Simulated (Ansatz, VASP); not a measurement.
One calculation of Cr, two programs

Contents of INCAR:

```
AGGAC = 1.0
AGGAX = 1.0
ALDAC = 0.0
ALDAX = 1.0
ALGO = Normal
EDIFF = 1E-7
ENCUT = 520
GGA = B5
ISIF = 2
ISMEAR = -1
LASPH = T
LCHARG = F
LREAL = F
LWAVE = F
NBANDS = 12
NELM = 60
PREC = Accurate
SIGMA = 0.1
```

KPOINTS

```
k-points
0
Gamma
  15 15 15
```

File POSCAR:

```
Cr
1.0
    2.3026956316      0.0000000000      0.0000000000
    0.0000000000      2.3026956316      0.0000000000
    0.0000000000      0.0000000000      2.3026956316
Cr
1
Direct
    0.0000000000      0.0000000000      0.0000000000
```

Input for Ansatz:

```yaml
crystal:
  lattice:
    - [2.3026956316, 0.0, 0.0]
    - [0.0, 2.3026956316, 0.0]
    - [0.0, 0.0, 2.3026956316]
  atoms:
    - { symbol: Cr, position: [0.0, 0.0, 0.0] }
hamiltonian:
  xc: blyp
  pseudopotentials:
    kind: paw
    azcp:
      Cr: "pseudopotentials/Cr.paw.azcp"
basis:
  ecutwfc: 420
  fft_grid_basis: typed
kpoints:
  mp_grid: { grid: [15, 15, 15], shift: [0, 0, 0] }
magnetization:
  spin_polarized: false
scf:
  occupations: { method: fermi_dirac, width: 0.1 }
  lower_state_search: "off"
output:
  stress: true
```

Alike in both runs: task single point; functional BLYP; k mesh 15 × 15 × 15; occupations fermi-dirac, width 0.1 eV; no spin polarisation.

|  | VASP | Ansatz |
| --- | --- | --- |
| version | VASP 6.6.1 | Ansatz 0.2.0 |
| potentials or method | VASP PAW PBE potentials, release 64 (Cr_pv), cutoff 520 eV | plane waves (420 eV) with PAW, scalar-relativistic |
| valence electrons in the cell | 12 | 14 |

|  | VASP | Ansatz | Ansatz less VASP |
| --- | --- | --- | --- |
| pressure (GPa) | 17.9 | 17.8 | -0.11 |

VASP's potentials were made for PBE, not for BLYP. The functional is the same, so the differences come from potentials, cutoffs and numerics. VASP's potentials hold 12 valence electrons a cell and Ansatz's 14, so a difference there can come from the potentials and not from the codes.
